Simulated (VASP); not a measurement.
# AgPd2 (Fm-3m) in VASP: a series of runs

AgPd2 is run at these levels: PBE; tasks: single point, relaxation of cell and atoms.

All numbers are computed with VASP 6.6.1; they aren't measurements. Logs are shortened: lines on timing, memory, paths and dates and some standing lists are left out, and cuts for length are marked.

## 1. The cell of the first run

The structure is cubic, space group Fm-3m (No. 225). The conventional cell has a = 6.156 Å, b = 6.156 Å, c = 6.156 Å, α = 90.00°, β = 90.00°, γ = 90.00°. Ag (site symmetry m-3m) has 8 Pd at 2.67 Å within 3.5 Å. Pd (site symmetry -43m) has 4 Ag at 2.67 Å and 6 Pd at 3.08 Å within 3.5 Å.

The cell was built from a structure type or drawn by symmetry, and may not be a known phase.

## 2. Single point, PBE

Contents of INCAR:

```
SYSTEM = AgPd2
ALGO = Normal
EDIFF = 1E-6
ENCUT = 520
GGA = PE
ISIF = 2
ISMEAR = 0
LASPH = .TRUE.
LCHARG = .FALSE.
LREAL = .FALSE.
LWAVE = .FALSE.
NBANDS = 22
NELM = 100
PREC = Accurate
SIGMA = 0.1
```

Contents of KPOINTS:

```
k-points
0
G
  14 14 14
  0 0 0
```

Contents of POSCAR:

```
AgPd2
1.0
    0.0000000000      3.0778619599      3.0778619599
    3.0778619599      0.0000000000      3.0778619599
    3.0778619599      3.0778619599      0.0000000000
Ag Pd
1 2
Direct
    0.0000000000      0.0000000000      0.0000000000
    0.2500000000      0.2500000000      0.2500000000
    0.7500000000      0.7500000000      0.7500000000
```

Potentials or basis: VASP PAW PBE potentials, release 64 (Ag, Pd).

On the command line:

```
> cat potpaw_PBE.64/Ag/POTCAR potpaw_PBE.64/Pd/POTCAR > POTCAR
> mpirun -np 1 vasp_std > vasp.out
```

OUTCAR:

```text
SYSTEM = AgPd2
   EDIFF = 1E-6
   ENCUT = 520
   GGA = PE
   ISIF = 2
   ISMEAR = 0
   LASPH = .TRUE.
   LREAL = .FALSE.
   NELM = 100
   PREC = Accurate

 ion  position               nearest neighbor table
   1  0.000  0.000  0.000-   3 2.67   3 2.67   3 2.67   2 2.67   3 2.67   2 2.67   2 2.67   2 2.67

   2  0.250  0.250  0.250-   1 2.67   1 2.67   1 2.67   1 2.67   3 3.08   3 3.08   3 3.08   3 3.08
                             3 3.08   3 3.08
   3  0.750  0.750  0.750-   1 2.67   1 2.67   1 2.67   1 2.67   2 3.08   2 3.08   2 3.08   2 3.08
                             2 3.08   2 3.08

  LATTYP: Found a face centered cubic cell.
 ALAT       =     6.1557239198

  Lattice vectors:

 A1 = (   0.0000000000,   3.0778619599,   3.0778619599)
 A2 = (   3.0778619599,   0.0000000000,   3.0778619599)
 A3 = (   3.0778619599,   3.0778619599,   0.0000000000)

Analysis of symmetry for initial positions (statically):
=====================================================================
 Subroutine PRICEL returns:
 Original cell was already a primitive cell.

 Routine SETGRP: Setting up the symmetry group for a
 face centered cubic supercell.

 Subroutine GETGRP returns: Found 48 space group operations
 (whereof 48 operations were pure point group operations)
 out of a pool of 48 trial point group operations.

The static configuration has the point symmetry O_h .

Analysis of symmetry for dynamics (positions and initial velocities):
=====================================================================
 Subroutine PRICEL returns:
 Original cell was already a primitive cell.

 Routine SETGRP: Setting up the symmetry group for a
 face centered cubic supercell.

 Subroutine GETGRP returns: Found 48 space group operations
 (whereof 48 operations were pure point group operations)
 out of a pool of 48 trial point group operations.

The dynamic configuration has the point symmetry O_h .

 Subroutine INISYM returns: Found 48 space group operations
 (whereof 48 operations are pure point group operations),
 and found     1 'primitive' translations

----------------------------------------------------------------------------------------

                                     Primitive cell

  volume of cell :      58.3146

  direct lattice vectors                    reciprocal lattice vectors
     0.000000000  3.077861960  3.077861960    -0.162450430  0.162450430  0.162450430
     3.077861960  0.000000000  3.077861960     0.162450430 -0.162450430  0.162450430
     3.077861960  3.077861960  0.000000000     0.162450430  0.162450430 -0.162450430

  length of vectors
     4.352754127  4.352754127  4.352754127     0.281372399  0.281372399  0.281372399

  position of ions in fractional coordinates (direct lattice)
     0.000000000  0.000000000  0.000000000
     0.250000000  0.250000000  0.250000000
     0.750000000  0.750000000  0.750000000

  ion indices of the primitive-cell ions
   primitive index   ion index
                 1           1
                 2           2
                 3           3

----------------------------------------------------------------------------------------

 KPOINTS: k-points

Automatic generation of k-mesh.
 Grid dimensions read from file:
 generate k-points for:   14   14   14

 Generating k-lattice:

  Cartesian coordinates                     Fractional coordinates (reciprocal lattice)
    -0.011603602  0.011603602  0.011603602     0.071428571  0.000000000  0.000000000
     0.011603602 -0.011603602  0.011603602     0.000000000  0.071428571  0.000000000
     0.011603602  0.011603602 -0.011603602     0.000000000  0.000000000  0.071428571

  Length of vectors
     0.020098029  0.020098029  0.020098029

  Shift w.r.t. Gamma in fractional coordinates (k-lattice)
     0.000000000  0.000000000  0.000000000

 Subroutine IBZKPT returns following result:
 ===========================================

 Found    104 irreducible k-points:

 Following reciprocal coordinates:
            Coordinates               Weight
  0.000000  0.000000  0.000000      1.000000
  0.071429  0.000000  0.000000      8.000000
  0.142857  0.000000  0.000000      8.000000
  0.214286  0.000000  0.000000      8.000000
  0.285714  0.000000  0.000000      8.000000
  0.357143  0.000000  0.000000      8.000000
[... 16 lines left out ...]
  0.214286  0.142857  0.000000     24.000000
  0.285714  0.142857  0.000000     24.000000
 [... further k-points ...]
   k-points           NKPTS =    104   k-points in BZ     NKDIM =    104   number of bands    NBANDS=     22
   number of dos      NEDOS =    301   number of ions     NIONS =      3
   total plane-waves  NPLWV =  32768
   dimension x,y,z NGX =    32 NGY =   32 NGZ =   32
   dimension x,y,z NGXF=    64 NGYF=   64 NGZF=   64
   ions per type =               1   2
   NGX,Y,Z   is equivalent  to a cutoff of  12.22, 12.22, 12.22 a.u.
   NGXF,Y,Z  is equivalent  to a cutoff of  24.44, 24.44, 24.44 a.u.
 SYSTEM =  AgPd2
   PREC   = accura    normal or accurate (medium, high low for compatibility)
   ISTART =      0    job   : 0-new  1-cont  2-samecut
   ICHARG =      2    charge: 1-file 2-atom 10-const
   ISPIN  =      1    spin polarized calculation?
   LNONCOLLINEAR =      F non collinear calculations
   LSORBIT =      F    spin-orbit coupling
   LASPH  =      T    aspherical Exc in radial PAW
   ENCUT  =  520.0 eV  38.22 Ry    6.18 a.u.   8.09  8.09  8.09*2*pi/ulx,y,z
   NELM   =    100;   NELMIN=  2; NELMDL= -5     # of ELM steps
   EDIFF  = 0.1E-05   stopping-criterion for ELM
   LREAL  =      F    real-space projection
   EDIFFG = 0.1E-04   stopping-criterion for IOM
   NSW    =      0    number of steps for IOM
   IBRION =     -1    ionic relax: 0-MD 1-quasi-New 2-CG
   NFREE  =      0    steps in history (QN), initial steepest desc. (CG)
   ISIF   =      2    stress and relaxation
   ISYM   =      2    0-nonsym 1-usesym 2-fastsym
   POTIM  = 0.5000    time-step for ionic-motion
   TEBEG  =    0.0;   TEEND  =   0.0 temperature during run
   PSTRESS=    0.0 pullay stress
   NELECT =      31.0000    total number of electrons
   NUPDOWN=      -1.0000    fix difference up-down
   EMIN   =  10.00;   EMAX   =-10.00  energy-range for DOS
   EFERMI =   0.00;   METHOD = LEGACY
   ISMEAR =     0;   SIGMA  =   0.10  broadening in eV -4-tet -1-fermi 0-gaus
   EFERMI_NEDOS =   21; number of points for ismear=-14 and -15
   IALGO  =     38    algorithm
   IMIX   =      4    mixing-type and parameters
     AMIX     =   0.40;   BMIX     =  1.00
     AMIX_MAG =   1.60;   BMIX_MAG =  1.00
  volume/ion in A,a.u.               =      19.44       131.18
  Fermi-wavevector in a.u.,A,eV,Ry     =   1.326181  2.506119 23.929342  1.758757
  Thomas-Fermi vector in A             =   2.455587
   LORBIT       =      0    0 simple, 1 ext, 2 COOP (PROOUT), +10 PAW based schemes
   GGA     = PE    functional components
   LHFCALC =     F    Hartree Fock is set to
   AEXX    =    0.0000 exact exchange contribution
   IVDW    =     0    specifies the selected vdW correction
   LEPSILON=     F    determine dielectric tensor
   LRPA    =     F    only Hartree local field effects (RPA)
 non-spin polarized calculation
 Gauss-broadening in eV      SIGMA  =   0.10
  energy-cutoff  :      520.00
  volume of cell :       58.31
 maximum number of plane-waves:      1591
   NGX = 17   NGY = 17   NGZ = 17

 number of electron      31.0000016 magnetization

 Free energy of the ion-electron system (eV)
  ---------------------------------------------------
  ext. energy  EPLUGINS =         0.00000000
  ---------------------------------------------------
  free energy    TOTEN  =       -11.72535643 eV

  energy without entropy =      -11.69758205  energy(sigma->0) =      -11.71146924

 E-fermi :   5.7887     XC(G=0): -11.2888

 val. band max:        5.7853146013   @ k =  -0.3571   0.4286   0.1429
 cond. band min:       5.7911321756   @ k =  -0.2857   0.4286   0.1429
 fundamental gap:      0.0058175742
 Fermi energy:         5.7887291582

 k-point     1 :       0.0000    0.0000    0.0000
  band No.  band energies     occupation
      1       0.3006      2.00000
      2       1.4140      2.00000
      3       1.4140      2.00000
      4       1.7464      2.00000
      5       1.7464      2.00000
      6       1.7464      2.00000
[... 14 lines left out ...]
     21      16.0930      0.00000
     22      16.0930      0.00000

 k-point     2 :       0.0714    0.0000    0.0000
  band No.  band energies     occupation
      1       0.3679      2.00000
      2       1.4327      2.00000
      3       1.4327      2.00000
      4       1.7292      2.00000
      5       1.7375      2.00000
      6       1.7375      2.00000
[... 14 lines left out ...]
     21      16.1737      0.00000
     22      16.1737      0.00000

 k-point     3 :       0.1429    0.0000    0.0000
  band No.  band energies     occupation
      1       0.5635      2.00000
      2       1.4864      2.00000
      3       1.4864      2.00000
      4       1.6904      2.00000
      5       1.7134      2.00000
      6       1.7134      2.00000
[... 14 lines left out ...]
     21      16.2374      0.00000
     22      16.2374      0.00000

 k-point     4 :       0.2143    0.0000    0.0000
  band No.  band energies     occupation
      1       0.8639      2.00000
      2       1.5670      2.00000
      3       1.5670      2.00000
      4       1.6616      2.00000
      5       1.6820      2.00000
      6       1.6820      2.00000
[... 14 lines left out ...]
     21      16.1246      0.00000
     22      16.1246      0.00000

 k-point     5 :       0.2857    0.0000    0.0000
  band No.  band energies     occupation
      1       1.1969      2.00000
      2       1.6257      2.00000
      3       1.6257      2.00000
      4       1.6877      2.00000
      5       1.6877      2.00000
      6       1.7018      2.00000
[... 417 lines left out ...]
 k-point    22 :       0.1429    0.1429    0.0000
  band No.  band energies     occupation
      1       0.6510      2.00000
      2       1.4760      2.00000
      3       1.5386      2.00000
      4       1.6691      2.00000
      5       1.7002      2.00000
      6       1.7002      2.00000
[... 14 lines left out ...]
     21      15.2085      0.00000
     22      17.4616      0.00000

 k-point    23 :       0.2143    0.1429    0.0000
  band No.  band energies     occupation
      1       0.8741      2.00000
      2       1.5162      2.00000
      3       1.6121      2.00000
      4       1.6228      2.00000
      5       1.6811      2.00000
      6       1.6818      2.00000
[... 14 lines left out ...]
     21      15.1730      0.00000
     22      17.6199      0.00000

 k-point    24 :       0.2857    0.1429    0.0000
  band No.  band energies     occupation
      1       1.1661      2.00000
      2       1.5657      2.00000
      3       1.5872      2.00000
      4       1.6421      2.00000
      5       1.6928      2.00000
      6       1.7227      2.00000
[... 14 lines left out ...]
     21      15.6911      0.00000
     22      17.4857      0.00000

 [... further k-points ...]

------------------------ aborting loop because EDIFF is reached ----------------------------------------

  FORCE on cell =-STRESS in cart. coord.  units (eV):
  Direction    XX          YY          ZZ          XY          YZ          ZX
  --------------------------------------------------------------------------------------
  -------------------------------------------------------------------------------------
  Total       -0.0647047     -0.0647047     -0.0647047     -0.0000000     -0.0000000     -0.0000000
  in kB       -1.7777438     -1.7777438     -1.7777438     -0.0000000     -0.0000000     -0.0000000
  external PRESSURE =      -1.7777438 kB  Pullay stress =       0.0000000 kB

 VOLUME and BASIS-vectors are now :
 -----------------------------------------------------------------------------
  energy-cutoff  :      520.00
  volume of cell :       58.31
      direct lattice vectors                 reciprocal lattice vectors
     0.000000000  3.077861960  3.077861960    -0.162450430  0.162450430  0.162450430
     3.077861960  0.000000000  3.077861960     0.162450430 -0.162450430  0.162450430
     3.077861960  3.077861960  0.000000000     0.162450430  0.162450430 -0.162450430

 POSITION                                       TOTAL-FORCE (eV/Angst)
 -----------------------------------------------------------------------------------
      0.00000      0.00000      0.00000         0.000000      0.000000      0.000000
      1.53893      1.53893      1.53893        -0.000000      0.000000      0.000000
      4.61679      4.61679      4.61679        -0.000000     -0.000000     -0.000000
 -----------------------------------------------------------------------------------
    total drift:                                0.000000     -0.000000      0.000000

  FREE ENERGIE OF THE ION-ELECTRON SYSTEM (eV)
  ---------------------------------------------------
  free  energy   TOTEN  =       -11.7253564279 eV

  energy  without entropy=      -11.6975820466  energy(sigma->0) =      -11.71146924
```

Run time: 58 s. Hardware: 1 thread of AMD EPYC 9R45 (Zen 5), shared host; peak memory 0.24 GiB.

What came out:

```
Free energy            : -11.7254 eV
Pressure               : -0.2 GPa
Band gap on the k mesh : zero (an odd number of electrons rules out a gap without spin polarisation)
```

Levels at points of the mesh, in eV from the Fermi level:
| k point | band 13 | band 14 | band 15 | band 16 | band 17 | band 18 | band 19 | band 20 |
| --- | --- | --- | --- | --- | --- | --- | --- | --- |
| (0.00, 0.00, 0.00) | -0.21 | -0.21 | 0.13 | 0.13 | 8.62 | 8.62 | 8.62 | 9.57 |
| (0.50, 0.00, 0.00) | -0.99 | -0.64 | -0.42 | -0.42 | 0.68 | 7.49 | 7.49 | 9.50 |
| (0.50, 0.50, 0.00) | -0.23 | -0.23 | 0.09 | 0.44 | 1.78 | 2.97 | 2.97 | 7.10 |

## 3. Relaxation of cell and atoms, PBE

Contents of INCAR:

```
PREC = Accurate ; ENCUT = 600
EDIFF = 1E-6 ; ISMEAR = 0
SIGMA = 0.1 ; LREAL = False
LASPH = True ; NELM = 100
ALGO = Normal ; ISIF = 3
LWAVE = False ; LCHARG = False
GGA = PE ; IBRION = 2
NSW = 100 ; EDIFFG = -0.01
```

Contents of KPOINTS:

```
Automatic mesh
0
Gamma
  14 14 14
```

Contents of POSCAR:

```
AgPd2
1.0
    0.0000000000      3.0767614146      3.0767614146
    3.0767614146      0.0000000000      3.0767614146
    3.0767614146      3.0767614146      0.0000000000
Ag Pd
1 2
Direct
    0.0000000000      0.0000000000      0.0000000000
    0.2500000000      0.2500000000      0.2500000000
    0.7500000000      0.7500000000      0.7500000000
```

Potentials or basis: VASP PAW PBE potentials, release 64 (Ag, Pd).

On the command line:

```
> cat potpaw_PBE.64/Ag/POTCAR potpaw_PBE.64/Pd/POTCAR > POTCAR
> mpirun -np 1 vasp_std > vasp.out
```

It took 1.9 min on 1 thread of AMD EPYC 9R45 (Zen 5), shared host; peak memory 0.29 GiB.

Results (log left out):

```yaml
Free_energy: -11.7254 eV
Relaxed_volume: 19.38 Å³/atom
Relaxed_cell: a = 4.349 Å, b = 4.349 Å, c = 4.349 Å, α = 60.00°, β = 60.00°, γ = 60.00°
Space_group_after_relaxing_to_0.1_Å: Fm-3m (No. 225)
Energy_gained_by_relaxing: 0.0 meV/atom
Ionic_steps: 2
Pressure_after_relaxing: 0.1 GPa
Band_gap_on_the_k_mesh: zero (an odd number of electrons rules out a gap without spin polarisation)
```

Final structure:
```yaml
crystal:
  lattice:
    - [0.00000, 3.07497, 3.07497]
    - [3.07497, 0.00000, 3.07497]
    - [3.07497, 3.07497, 0.00000]
  atoms:
    - { symbol: Ag, position: [0.00000, 0.00000, 0.00000] }
    - { symbol: Pd, position: [0.25000, 0.25000, 0.25000] }
    - { symbol: Pd, position: [0.75000, 0.75000, 0.75000] }
```

Levels at points of the mesh, in eV from the Fermi level:
```
           k point  band 13  band 14  band 15  band 16  band 17  band 18  band 19
(0.00, 0.00, 0.00)    -0.21    -0.21     0.13     0.13     8.63     8.63     8.63
(0.50, 0.00, 0.00)    -1.00    -0.65    -0.42    -0.42     0.68     7.50     7.50
(0.50, 0.50, 0.00)    -0.23    -0.23     0.09     0.44     1.79     2.97     2.97
```
